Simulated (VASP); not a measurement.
# Al in VASP: a series of runs

The runs below take Al through single point, with LDA.

All numbers are computed with VASP 6.6.1; they aren't measurements. Logs are shortened: lines on timing, memory, paths and dates and some standing lists are left out, and cuts for length are marked.

## 1. The cell of the first run

The cell holds a slab with vacuum, 10 atoms: a = 2.817 Å, b = 3.984 Å, c = 27.676 Å, α = 90.00°, β = 90.00°, γ = 90.00°.

## 2. Single point, LDA

INCAR

```
SYSTEM = Al
PREC = Accurate
ENCUT = 520
EDIFF = 1E-6
ISMEAR = 0
SIGMA = 0.1
LREAL = .False.
LASPH = .True.
NELM = 80
ALGO = Fast
ISIF = 2
LWAVE = .False.
LCHARG = .False.
LDIPOL = .True.
IDIPOL = 3
DIPOL = 0.5 0.5 0.500
GGA = CA
NBANDS = 26
```

KPOINTS

```
Automatic mesh
0
Gamma
  12 9 1
  0 0 0
```

POSCAR

```
Al
1.0
    2.8168441069      0.0000000000      0.0000000000
    0.0000000000      3.9836191391      0.0000000000
    0.0000000000      0.0000000000     27.6757984811
Al
10
Direct
    0.5000000000      0.5000000000      0.2709948913
    0.0000000000      0.0000000000      0.3218849154
    0.5000000000      0.5000000000      0.3727749396
    0.0000000000      0.0000000000      0.4236649638
    0.5000000000      0.5000000000      0.4745549879
    0.0000000000      0.0000000000      0.5254450121
    0.5000000000      0.5000000000      0.5763350362
    0.0000000000      0.0000000000      0.6272250604
    0.5000000000      0.5000000000      0.6781150846
    0.0000000000      0.0000000000      0.7290051087
```

Potentials or basis: VASP PAW LDA potentials, release 64 (Al).

Started as:

```
> cat potpaw_LDA.64/Al/POTCAR > POTCAR
> mpirun -np 1 vasp_std > vasp.out
```

OUTCAR:

```text
SYSTEM = Al
   PREC = Accurate
   ENCUT = 520
   EDIFF = 1E-6
   ISMEAR = 0
   LREAL = .False.
   LASPH = .True.
   NELM = 80
   ISIF = 2
   GGA = CA

 ion  position               nearest neighbor table
   1  0.500  0.500  0.271-   2 2.82   2 2.82   2 2.82   2 2.82   3 2.82
   2  0.000  0.000  0.322-   1 2.82   1 2.82   1 2.82   1 2.82   3 2.82   3 2.82   3 2.82   3 2.82
                             4 2.82
   3  0.500  0.500  0.373-   1 2.82   5 2.82   4 2.82   2 2.82   2 2.82   4 2.82   2 2.82   4 2.82
                             2 2.82   4 2.82
   4  0.000  0.000  0.424-   5 2.82   5 2.82   5 2.82   5 2.82   6 2.82   3 2.82   3 2.82   3 2.82
                             3 2.82   2 2.82
   5  0.500  0.500  0.475-   4 2.82   4 2.82   4 2.82   4 2.82   7 2.82   3 2.82   6 2.82   6 2.82
                             6 2.82   6 2.82
   6  0.000  0.000  0.525-   7 2.82   7 2.82   7 2.82   7 2.82   8 2.82   4 2.82   5 2.82   5 2.82
                             5 2.82   5 2.82
   7  0.500  0.500  0.576-   6 2.82   6 2.82   6 2.82   6 2.82   5 2.82   8 2.82   8 2.82   8 2.82
                             8 2.82   9 2.82
   8  0.000  0.000  0.627-   6 2.82  10 2.82   9 2.82   7 2.82   7 2.82   9 2.82   7 2.82   9 2.82
                             7 2.82   9 2.82
   9  0.500  0.500  0.678-  10 2.82  10 2.82  10 2.82  10 2.82   8 2.82   8 2.82   8 2.82   8 2.82
                             7 2.82
  10  0.000  0.000  0.729-   9 2.82   9 2.82   9 2.82   9 2.82   8 2.82

  LATTYP: Found a simple orthorhombic cell.
 ALAT       =     2.8168441069
 B/A-ratio  =     1.4142135624
 C/A-ratio  =     9.8251083236

  Lattice vectors:

 A1 = (   2.8168441069,   0.0000000000,   0.0000000000)
 A2 = (   0.0000000000,   3.9836191391,   0.0000000000)
 A3 = (   0.0000000000,   0.0000000000,  27.6757984811)

Analysis of symmetry for initial positions (statically):
=====================================================================
 Subroutine PRICEL returns:
 Original cell was already a primitive cell.

 Routine SETGRP: Setting up the symmetry group for a
 simple orthorhombic supercell.

 Subroutine GETGRP returns: Found  8 space group operations
 (whereof  4 operations were pure point group operations)
 out of a pool of  8 trial point group operations.

The static configuration has the point symmetry C_2v.
 The point group associated with its full space group is D_2h.

Analysis of symmetry for dynamics (positions and initial velocities):
=====================================================================
 Subroutine PRICEL returns:
 Original cell was already a primitive cell.

 Routine SETGRP: Setting up the symmetry group for a
 simple orthorhombic supercell.

 Subroutine GETGRP returns: Found  8 space group operations
 (whereof  4 operations were pure point group operations)
 out of a pool of  8 trial point group operations.

The dynamic configuration has the point symmetry C_2v.
 The point group associated with its full space group is D_2h.

 Subroutine INISYM returns: Found  8 space group operations
 (whereof  4 operations are pure point group operations),
 and found     1 'primitive' translations

----------------------------------------------------------------------------------------

                                     Primitive cell

  volume of cell :     310.5566

  direct lattice vectors                    reciprocal lattice vectors
     2.816844107  0.000000000  0.000000000     0.355007222  0.000000000  0.000000000
     0.000000000  3.983619139  0.000000000     0.000000000  0.251028014  0.000000000
     0.000000000  0.000000000 27.675798481     0.000000000  0.000000000  0.036132652

  length of vectors
     2.816844107  3.983619139 27.675798481     0.355007222  0.251028014  0.036132652

  position of ions in fractional coordinates (direct lattice)
     0.500000000  0.500000000  0.270994891
     0.000000000  0.000000000  0.321884915
     0.500000000  0.500000000  0.372774940
     0.000000000  0.000000000  0.423664964
     0.500000000  0.500000000  0.474554988
     0.000000000  0.000000000  0.525445012
     0.500000000  0.500000000  0.576335036
     0.000000000  0.000000000  0.627225060
     0.500000000  0.500000000  0.678115085
     0.000000000  0.000000000  0.729005109

  ion indices of the primitive-cell ions
   primitive index   ion index
                 1           1
[... 23 lines left out ...]
     0.000000000  0.000000000  0.036132652     0.000000000  0.000000000  1.000000000

  Length of vectors
     0.029583935  0.027892002  0.036132652

  Shift w.r.t. Gamma in fractional coordinates (k-lattice)
     0.000000000  0.000000000  0.000000000

 Subroutine IBZKPT returns following result:
 ===========================================

 Found     35 irreducible k-points:

 Following reciprocal coordinates:
            Coordinates               Weight
  0.000000  0.000000  0.000000      1.000000
  0.083333  0.000000  0.000000      2.000000
  0.166667  0.000000  0.000000      2.000000
  0.250000  0.000000  0.000000      2.000000
  0.333333  0.000000  0.000000      2.000000
  0.416667  0.000000  0.000000      2.000000
[... 16 lines left out ...]
  0.083333  0.333333  0.000000      4.000000
  0.166667  0.333333  0.000000      4.000000
 [... further k-points ...]
   k-points           NKPTS =     35   k-points in BZ     NKDIM =     35   number of bands    NBANDS=     26
   number of dos      NEDOS =    301   number of ions     NIONS =     10
   total plane-waves  NPLWV = 151200
   dimension x,y,z NGX =    24 NGY =   30 NGZ =  210
   dimension x,y,z NGXF=    48 NGYF=   60 NGZF=  420
   ions per type =              10
   NGX,Y,Z   is equivalent  to a cutoff of  14.16, 12.52, 12.61 a.u.
   NGXF,Y,Z  is equivalent  to a cutoff of  28.33, 25.04, 25.23 a.u.
 SYSTEM =  Al
   PREC   = accura    normal or accurate (medium, high low for compatibility)
   ISTART =      0    job   : 0-new  1-cont  2-samecut
   ICHARG =      2    charge: 1-file 2-atom 10-const
   ISPIN  =      1    spin polarized calculation?
   LNONCOLLINEAR =      F non collinear calculations
   LSORBIT =      F    spin-orbit coupling
   LASPH  =      T    aspherical Exc in radial PAW
   ENCUT  =  520.0 eV  38.22 Ry    6.18 a.u.   5.24  7.41 51.46*2*pi/ulx,y,z
   NELM   =     80;   NELMIN=  2; NELMDL= -5     # of ELM steps
   EDIFF  = 0.1E-05   stopping-criterion for ELM
   LREAL  =      F    real-space projection
   EDIFFG = 0.1E-04   stopping-criterion for IOM
   NSW    =      0    number of steps for IOM
   IBRION =     -1    ionic relax: 0-MD 1-quasi-New 2-CG
   NFREE  =      0    steps in history (QN), initial steepest desc. (CG)
   ISIF   =      2    stress and relaxation
   ISYM   =      2    0-nonsym 1-usesym 2-fastsym
   POTIM  = 0.5000    time-step for ionic-motion
   TEBEG  =    0.0;   TEEND  =   0.0 temperature during run
   PSTRESS=    0.0 pullay stress
   NELECT =      30.0000    total number of electrons
   NUPDOWN=      -1.0000    fix difference up-down
   EMIN   =  10.00;   EMAX   =-10.00  energy-range for DOS
   EFERMI =   0.00;   METHOD = LEGACY
   ISMEAR =     0;   SIGMA  =   0.10  broadening in eV -4-tet -1-fermi 0-gaus
   EFERMI_NEDOS =   21; number of points for ismear=-14 and -15
   IALGO  =     68    algorithm
   IMIX   =      4    mixing-type and parameters
     AMIX     =   0.40;   BMIX     =  1.00
     AMIX_MAG =   1.60;   BMIX_MAG =  1.00
  volume/ion in A,a.u.               =      31.06       209.57
  Fermi-wavevector in a.u.,A,eV,Ry     =   0.751164  1.419495  7.677059  0.564248
  Thomas-Fermi vector in A             =   1.848083
   LORBIT       =      0    0 simple, 1 ext, 2 COOP (PROOUT), +10 PAW based schemes
   GGA     = CA    functional components
   LHFCALC =     F    Hartree Fock is set to
   AEXX    =    0.0000 exact exchange contribution
   IVDW    =     0    specifies the selected vdW correction
   LEPSILON=     F    determine dielectric tensor
   LRPA    =     F    only Hartree local field effects (RPA)
 non-spin polarized calculation
 RMM-DIIS sequential band-by-band and
 Gauss-broadening in eV      SIGMA  =   0.10
  energy-cutoff  :      520.00
  volume of cell :      310.56
 maximum number of plane-waves:      8422
 NGX is ok and might be reduce to    24
   NGX = 11   NGY = 15   NGZ =103

 number of electron      30.0000001 magnetization

 dipolmoment           0.000000      0.000000     -0.000000 electrons x Angstroem

 Free energy of the ion-electron system (eV)
  ---------------------------------------------------
  ext. energy  EPLUGINS =         0.00000000
  ---------------------------------------------------
  free energy    TOTEN  =       -40.27087739 eV

  energy without entropy =      -40.24624022  energy(sigma->0) =      -40.25855880

 E-fermi :   2.1634     XC(G=0):  -6.1492

 val. band max:        2.1620928213   @ k =   0.5000   0.4444   0.0000
 cond. band min:       2.1696476186   @ k =   0.4167   0.3333   0.0000
 fundamental gap:      0.0075547973
 Fermi energy:         2.1633682481

 k-point     1 :       0.0000    0.0000    0.0000
  band No.  band energies     occupation
      1      -9.0783      2.00000
      2      -8.5556      2.00000
      3      -7.7226      2.00000
      4      -6.5747      2.00000
      5      -5.1872      2.00000
      6      -3.5979      2.00000
[... 685 lines left out ...]
     25       7.2704      0.00000
     26       7.7891      0.00000

 [... further k-points ...]

------------------------ aborting loop because EDIFF is reached ----------------------------------------

 vacuum level on the upper side and lower side of the slab       (xc-potential included)        -0.140        -0.140

  FORCE on cell =-STRESS in cart. coord.  units (eV):
  Direction    XX          YY          ZZ          XY          YZ          ZX
  --------------------------------------------------------------------------------------
  -------------------------------------------------------------------------------------
  Total       -1.7955413     -2.7717016      0.3324041      0.0000000      0.0000000      0.0000000
  in kB       -9.2632884    -14.2993491      1.7148898      0.0000000      0.0000000      0.0000000
  external PRESSURE =      -7.2825826 kB  Pullay stress =       0.0000000 kB

 VOLUME and BASIS-vectors are now :
 -----------------------------------------------------------------------------
  energy-cutoff  :      520.00
  volume of cell :      310.56
      direct lattice vectors                 reciprocal lattice vectors
     2.816844107  0.000000000  0.000000000     0.355007222  0.000000000  0.000000000
     0.000000000  3.983619139  0.000000000     0.000000000  0.251028014  0.000000000
     0.000000000  0.000000000 27.675798481     0.000000000  0.000000000  0.036132652

 POSITION                                       TOTAL-FORCE (eV/Angst)
 -----------------------------------------------------------------------------------
      1.40842      1.99181      7.50000         0.000000      0.000000      0.165608
      0.00000      0.00000      8.90842         0.000000      0.000000     -0.211199
      1.40842      1.99181     10.31684         0.000000      0.000000      0.050733
      0.00000      0.00000     11.72527         0.000000      0.000000     -0.134049
      1.40842      1.99181     13.13369         0.000000      0.000000     -0.104312
      0.00000      0.00000     14.54211         0.000000      0.000000      0.104312
      1.40842      1.99181     15.95053         0.000000      0.000000      0.134049
      0.00000      0.00000     17.35895         0.000000      0.000000     -0.050733
      1.40842      1.99181     18.76738         0.000000      0.000000      0.211199
      0.00000      0.00000     20.17580         0.000000      0.000000     -0.165608
 -----------------------------------------------------------------------------------
    total drift:                               -0.000000     -0.000000      0.000000

  FREE ENERGIE OF THE ION-ELECTRON SYSTEM (eV)
  ---------------------------------------------------
  free  energy   TOTEN  =       -40.2708773893 eV

  energy  without entropy=      -40.2462402204  energy(sigma->0) =      -40.25855880

 vacuum level on the upper side and lower side of the slab         6.335         6.335
```

Wall time 7.5 min (1 thread of Intel Xeon 6975P-C, shared host); peak memory 0.4 GiB.

What came out:

```
Free energy            : -40.2709 eV
Largest force          : 0.211 eV/Å
Band gap on the k mesh : zero (band 15 reaches 3.55 eV, above the bottom of band 16 at 0.47 eV)
```

Forces on the atoms (eV/Å):
```
Al   0.000  0.000  0.166
Al   0.000  0.000 -0.211
Al   0.000  0.000  0.051
Al   0.000  0.000 -0.134
Al   0.000  0.000 -0.104
Al   0.000  0.000  0.104
Al   0.000  0.000  0.134
Al   0.000  0.000 -0.051
Al   0.000  0.000  0.211
Al   0.000  0.000 -0.166
```

[end of part 1 of 2]
